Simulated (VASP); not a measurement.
# WSe2 (P6_3/mmc) in VASP: relaxation of cell and atoms with r2SCAN

Aim: the relaxation of cell and atoms of WSe2 with r2SCAN.

Everything below comes from runs of VASP 6.6.1. Logs are shortened: lines on timing, memory, paths and dates and some standing lists are left out, and cuts for length are marked.

**1. The cell of the first run**

Symmetry: P6_3/mmc, No. 194, hexagonal system. Conventional cell: a = 3.320 Å, b = 3.320 Å, c = 13.737 Å, α = 90.00°, β = 90.00°, γ = 120.00°. W (site symmetry -6m2) has 6 Se at 2.54 Å and 6 W at 3.32 Å within 3.4 Å. Within 3.4 Å of Se (site symmetry 3m) lie 3 W at 2.54 Å and 7 Se at 3.32 Å.

**2. Relaxation of cell and atoms, r2SCAN**

Contents of POSCAR:

```
WSe2
1.0
    3.3199329218      0.0000000000      0.0000000000
   -1.6599664609      2.8751462491      0.0000000000
    0.0000000000      0.0000000000     13.7371873000
W Se
2 4
Direct
    0.6666666700      0.3333333300      0.7500000000
    0.3333333300      0.6666666700      0.2500000000
    0.3333333300      0.6666666700      0.8710007900
    0.6666666700      0.3333333300      0.3710007900
    0.3333333300      0.6666666700      0.6289992100
    0.6666666700      0.3333333300      0.1289992100
```

Contents of INCAR.step1:

```
SYSTEM = WSe2
  PREC = Accurate
  ENCUT = 600
  ISMEAR = 0
  SIGMA = 0.02
  LREAL = .FALSE.
  LASPH = .TRUE.
  NELM = 60
  GGA = PE
  ALGO = Normal
  EDIFF = 1E-4
  LWAVE = .TRUE.
  LCHARG = .FALSE.
```

Contents of INCAR.step2:

```
SYSTEM = WSe2
  PREC = Accurate
  ENCUT = 600
  EDIFF = 1E-6
  ISMEAR = 0
  SIGMA = 0.02
  LREAL = .FALSE.
  LASPH = .TRUE.
  NELM = 60
  ALGO = Normal
  ISIF = 3
  LWAVE = .FALSE.
  LCHARG = .FALSE.
  METAGGA = R2SCAN
  LMIXTAU = .TRUE.
  IBRION = 2
  NSW = 100
  EDIFFG = -0.005
  ISTART = 1
```

Contents of KPOINTS:

```
regular mesh
0
G
  12 12 2
  0 0 0
```

Potentials or basis: VASP PAW PBE potentials, release 64 (W_sv, Se).

Run with:

```
$ cat potpaw_PBE.64/W_sv/POTCAR potpaw_PBE.64/Se/POTCAR > POTCAR
$ cp INCAR.step1 INCAR
$ mpirun -np 1 vasp_std > vasp.out
$ cp INCAR.step2 INCAR
$ mpirun -np 1 vasp_std > vasp.out
```

OUTCAR:

```text
SYSTEM = WSe2
   PREC = Accurate
   ENCUT = 600
   EDIFF = 1E-6
   ISMEAR = 0
   LREAL = .FALSE.
   LASPH = .TRUE.
   NELM = 60
   ISIF = 3
   METAGGA = R2SCAN
   IBRION = 2
   NSW = 100
   EDIFFG = -0.005
   ISTART = 1

 ion  position               nearest neighbor table
   1  0.667  0.333  0.750-   3 2.54   5 2.54   3 2.54   5 2.54   3 2.54   5 2.54
   2  0.333  0.667  0.250-   4 2.54   6 2.54   4 2.54   6 2.54   4 2.54   6 2.54
   3  0.333  0.667  0.871-   1 2.54   1 2.54   1 2.54
   4  0.667  0.333  0.371-   2 2.54   2 2.54   2 2.54
   5  0.333  0.667  0.629-   1 2.54   1 2.54   1 2.54
   6  0.667  0.333  0.129-   2 2.54   2 2.54   2 2.54

  LATTYP: Found a hexagonal cell.
 ALAT       =     3.3199329218
 C/A-ratio  =     4.1377906191

  Lattice vectors:

 A1 = (   3.3199329218,   0.0000000000,   0.0000000000)
 A2 = (  -1.6599664609,   2.8751462491,   0.0000000000)
 A3 = (   0.0000000000,   0.0000000000,  13.7371873000)

Analysis of symmetry for initial positions (statically):
=====================================================================
 Subroutine PRICEL returns:
 Original cell was already a primitive cell.

 Routine SETGRP: Setting up the symmetry group for a
 hexagonal supercell.

 Subroutine GETGRP returns: Found 24 space group operations
 (whereof 12 operations were pure point group operations)
 out of a pool of 24 trial point group operations.

The static configuration has the point symmetry D_3d.
 The point group associated with its full space group is D_6h.

Analysis of symmetry for dynamics (positions and initial velocities):
=====================================================================
 Subroutine PRICEL returns:
 Original cell was already a primitive cell.

 Routine SETGRP: Setting up the symmetry group for a
 hexagonal supercell.

 Subroutine GETGRP returns: Found 24 space group operations
 (whereof 12 operations were pure point group operations)
 out of a pool of 24 trial point group operations.

The dynamic configuration has the point symmetry D_3d.
 The point group associated with its full space group is D_6h.

 Subroutine INISYM returns: Found 24 space group operations
 (whereof 12 operations are pure point group operations),
 and found     1 'primitive' translations

----------------------------------------------------------------------------------------

[... 107 lines left out ...]
   ISYM   =      2    0-nonsym 1-usesym 2-fastsym
   POTIM  = 0.5000    time-step for ionic-motion
   TEBEG  =    0.0;   TEEND  =   0.0 temperature during run
   PSTRESS=    0.0 pullay stress
   NELECT =      52.0000    total number of electrons
   NUPDOWN=      -1.0000    fix difference up-down
   EMIN   =  10.00;   EMAX   =-10.00  energy-range for DOS
   EFERMI =   0.00;   METHOD = LEGACY
   ISMEAR =     0;   SIGMA  =   0.02  broadening in eV -4-tet -1-fermi 0-gaus
   EFERMI_NEDOS =   21; number of points for ismear=-14 and -15
   IALGO  =     38    algorithm
   IMIX   =      4    mixing-type and parameters
     AMIX     =   0.40;   BMIX     =  1.00
     AMIX_MAG =   1.60;   BMIX_MAG =  1.00
  volume/ion in A,a.u.               =      21.85       147.48
  Fermi-wavevector in a.u.,A,eV,Ry     =   1.202764  2.272894 19.682734  1.446640
  Thomas-Fermi vector in A             =   2.338536
   LORBIT       =      0    0 simple, 1 ext, 2 COOP (PROOUT), +10 PAW based schemes
   METAGGA = R2SCAN    functional components
   LHFCALC =     F    Hartree Fock is set to
   AEXX    =    0.0000 exact exchange contribution
   IVDW    =     0    specifies the selected vdW correction
   LEPSILON=     F    determine dielectric tensor
   LRPA    =     F    only Hartree local field effects (RPA)
 conjugate gradient relaxation of ions
 non-spin polarized calculation
 Gauss-broadening in eV      SIGMA  =   0.02
  energy-cutoff  :      600.00
  volume of cell :      131.13
 maximum number of plane-waves:      4434
 NGX is ok and might be reduce to    28
   NGX = 13   NGY = 13   NGZ = 55

--------------------------------------- Ionic step        1  -------------------------------------------

 number of electron      52.0000004 magnetization

 Free energy of the ion-electron system (eV)
  ---------------------------------------------------
  ext. energy  EPLUGINS =         0.00000000
  ---------------------------------------------------
  free energy    TOTEN  =      -163.59643272 eV

  energy without entropy =     -163.59643272  energy(sigma->0) =     -163.59643272

------------------------ aborting loop because EDIFF is reached ----------------------------------------

  FORCE on cell =-STRESS in cart. coord.  units (eV):
  Direction    XX          YY          ZZ          XY          YZ          ZX
  --------------------------------------------------------------------------------------
  -------------------------------------------------------------------------------------
  Total       -0.1272422     -0.1272422     -0.0158353      0.0000000      0.0000000      0.0000000
  in kB       -1.5547289     -1.5547289     -0.1934861      0.0000000      0.0000000      0.0000000
  external PRESSURE =      -1.1009813 kB  Pullay stress =       0.0000000 kB
[... 147 lines left out ...]
--------------------------------------- Ionic step        5  -------------------------------------------

 number of electron      52.0000004 magnetization

 Free energy of the ion-electron system (eV)
  ---------------------------------------------------
  ext. energy  EPLUGINS =         0.00000000
  ---------------------------------------------------
  free energy    TOTEN  =      -163.59652890 eV

  energy without entropy =     -163.59652890  energy(sigma->0) =     -163.59652890

 E-fermi :   5.4127     XC(G=0): -10.8844

 val. band max:        5.1701515190   @ k =   0.0000   0.0000   0.0000
 cond. band min:       6.5157204479   @ k =   0.1667   0.1667   0.0000
 fundamental gap:      1.3455689289
 Fermi energy:         5.4126846097

 k-point     1 :       0.0000    0.0000    0.0000
  band No.  band energies     occupation
      1     -71.0564      2.00000
      2     -71.0564      2.00000
      3     -34.6321      2.00000
      4     -34.6321      2.00000
      5     -34.5312      2.00000
      6     -34.5312      2.00000
[... 805 lines left out ...]
     30       7.3442      0.00000
     31       8.5720      0.00000

 [... further k-points ...]

------------------------ aborting loop because EDIFF is reached ----------------------------------------

  FORCE on cell =-STRESS in cart. coord.  units (eV):
  Direction    XX          YY          ZZ          XY          YZ          ZX
  --------------------------------------------------------------------------------------
  -------------------------------------------------------------------------------------
  Total        0.0102360      0.0102360     -0.0188650      0.0000000      0.0000000      0.0000000
  in kB        0.1252320      0.1252320     -0.2308034      0.0000000      0.0000000      0.0000000
  external PRESSURE =       0.0065535 kB  Pullay stress =       0.0000000 kB
[... 21 lines left out ...]
  FREE ENERGIE OF THE ION-ELECTRON SYSTEM (eV)
  ---------------------------------------------------
  free  energy   TOTEN  =      -163.5965289024 eV

  energy  without entropy=     -163.5965289024  energy(sigma->0) =     -163.59652890

 reached required accuracy - stopping structural energy minimisation
```

OUTCAR.step1:

```text
SYSTEM = WSe2
   PREC = Accurate
   ENCUT = 600
   ISMEAR = 0
   LREAL = .FALSE.
   LASPH = .TRUE.
   NELM = 60
[... 1055 lines left out ...]
      1.65997      0.95838      5.09651         0.000000      0.000000      0.296499
     -0.00000      1.91676      8.64068        -0.000000     -0.000000     -0.296499
      1.65997      0.95838      1.77209        -0.000000      0.000000     -0.296499
 -----------------------------------------------------------------------------------
    total drift:                               -0.000009      0.000005     -0.000000

  FREE ENERGIE OF THE ION-ELECTRON SYSTEM (eV)
  ---------------------------------------------------
  free  energy   TOTEN  =       -43.2241910412 eV

  energy  without entropy=      -43.2241910412  energy(sigma->0) =      -43.22419104
```

Wall time 55 min (1 thread of Oxide Virtual Turin-like, shared host); peak memory 0.39 GiB.

Results:

| Item | Value |
| --- | --- |
| Free energy | -163.5965 eV |
| Relaxed volume | 21.83 Å³/atom |
| Relaxed cell | a = 3.317 Å, b = 3.317 Å, c = 13.740 Å, α = 90.00°, β = 90.00°, γ = 120.00° |
| Space group after relaxing (to 0.1 Å) | P6_3/mmc (No. 194) |
| Energy gained by relaxing | 0.0 meV/atom |
| Ionic steps | 5 |
| Pressure after relaxing | 0.0 GPa |
| Largest force after relaxing | 0.005 eV/Å |
| Band gap on the k mesh | 1.35 eV (least direct gap 1.58 eV) |

Forces in eV/Å, atoms in the order of the input:
```
W    0.000  0.000  0.000
W    0.000  0.000  0.000
Se   0.000  0.000  0.005
Se   0.000  0.000  0.005
Se   0.000  0.000 -0.005
Se   0.000  0.000 -0.005
```

Final structure:
```yaml
crystal:
  lattice:
    - [3.31749, 0.00000, 0.00000]
    - [-1.65875, 2.87303, 0.00000]
    - [0.00000, 0.00000, 13.73960]
  atoms:
    - { symbol: W, position: [0.66667, 0.33333, 0.75000] }
    - { symbol: W, position: [0.33333, 0.66667, 0.25000] }
    - { symbol: Se, position: [0.33333, 0.66667, 0.87104] }
    - { symbol: Se, position: [0.66667, 0.33333, 0.37104] }
    - { symbol: Se, position: [0.33333, 0.66667, 0.62896] }
    - { symbol: Se, position: [0.66667, 0.33333, 0.12896] }
```

Levels at points of the mesh, in eV from the valence-band top:
| k point | band 22 | band 23 | band 24 | band 25 | band 26 | band 27 | band 28 | band 29 | band 30 | band 31 |
| --- | --- | --- | --- | --- | --- | --- | --- | --- | --- | --- |
| (0.00, 0.00, 0.00) | -1.59 | -1.59 | -1.50 | -0.83 | 0.00 | 2.84 | 2.84 | 2.87 | 2.87 | 2.99 |
| (0.50, 0.00, 0.00) | -2.42 | -1.38 | -1.29 | -1.27 | -1.22 | 2.26 | 2.28 | 2.57 | 2.75 | 3.46 |
| (0.00, 0.00, 0.50) | -1.60 | -1.60 | -1.60 | -0.24 | -0.24 | 2.85 | 2.85 | 2.85 | 2.85 | 3.04 |
| (0.50, 0.00, 0.50) | -2.47 | -1.32 | -1.32 | -1.25 | -1.25 | 2.27 | 2.27 | 2.67 | 2.67 | 3.76 |

Caveat: the PAW data sets were made with another functional, which shifts forces and pressure a little; spin-orbit coupling is left out, which moves the levels of the heavy elements.
